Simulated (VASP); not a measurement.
Here is a VASP 6.6.1 calculation.

The input INCAR:

```
SYSTEM = Ga2BAs3
  ALGO = Normal
  EDIFF = 1E-6
  EDIFFG = -0.04
  ENCUT = 600
  GGA = PE
  IBRION = 2
  ISIF = 3
  ISMEAR = 0
  LASPH = .TRUE.
  LCHARG = .FALSE.
  LREAL = .FALSE.
  LWAVE = .FALSE.
  NELM = 80
  NSW = 90
  PREC = Accurate
  SIGMA = 0.1
```

KPOINTS

```
k-points
0
G
  6 6 2
  0 0 0
```

POSCAR

```
Ga2BAs3
1.0
    5.5246341100      0.0000000000      0.0000000000
   -2.7623170500      4.7844734900      0.0000000000
    0.0000000000      0.0000000000      8.8371798800
Ga B As
4 2 6
Direct
    0.3333333300      0.6666666700      0.0625000000
    0.6666666700      0.3333333300      0.5625000000
    0.3333333300      0.6666666700      0.4375000000
    0.6666666700      0.3333333300      0.9375000000
    0.0000000000      0.0000000000      0.0000000000
    0.0000000000      0.0000000000      0.5000000000
    0.1666699900      0.3333399900      0.2500000000
    0.8333300100      0.1666699900      0.7500000000
    0.6666600100      0.8333300100      0.2500000000
    0.8333300100      0.6666600100      0.7500000000
    0.1666699900      0.8333300100      0.2500000000
    0.3333399900      0.1666699900      0.7500000000
```

Potentials or basis: VASP PAW PBE potentials, release 64 (Ga_d, B, As).

Run with:

```bash
$ cat potpaw_PBE.64/Ga_d/POTCAR potpaw_PBE.64/B/POTCAR potpaw_PBE.64/As/POTCAR > POTCAR
$ mpirun -np 1 vasp_std > vasp.out
```

Question: Estimate the relaxed cell.

Answer: a = 5.550 Å, b = 5.550 Å, c = 8.695 Å, α = 90.00°, β = 90.00°, γ = 120.00°.

Question: Estimate the space group after relaxing (to 0.1 Å).

Answer: P6_3/mmc (No. 194).

Question: Estimate the relaxed volume.

Answer: 19.33 Å³/atom.

Final structure:
```yaml
crystal:
  lattice:
    - [5.55049, 0.00000, 0.00000]
    - [-2.77524, 4.80686, 0.00000]
    - [0.00000, 0.00000, 8.69468]
  atoms:
    - { symbol: Ga, position: [0.33333, 0.66667, 0.96076] }
    - { symbol: Ga, position: [0.66667, 0.33333, 0.46076] }
    - { symbol: Ga, position: [0.33333, 0.66667, 0.53924] }
    - { symbol: Ga, position: [0.66667, 0.33333, 0.03924] }
    - { symbol: B, position: [0.00000, 0.00000, 0.00000] }
    - { symbol: B, position: [0.00000, 0.00000, 0.50000] }
    - { symbol: As, position: [0.15350, 0.30701, 0.25000] }
    - { symbol: As, position: [0.84650, 0.15350, 0.75000] }
    - { symbol: As, position: [0.69299, 0.84650, 0.25000] }
    - { symbol: As, position: [0.84650, 0.69299, 0.75000] }
    - { symbol: As, position: [0.15350, 0.84650, 0.25000] }
    - { symbol: As, position: [0.30701, 0.15350, 0.75000] }
```
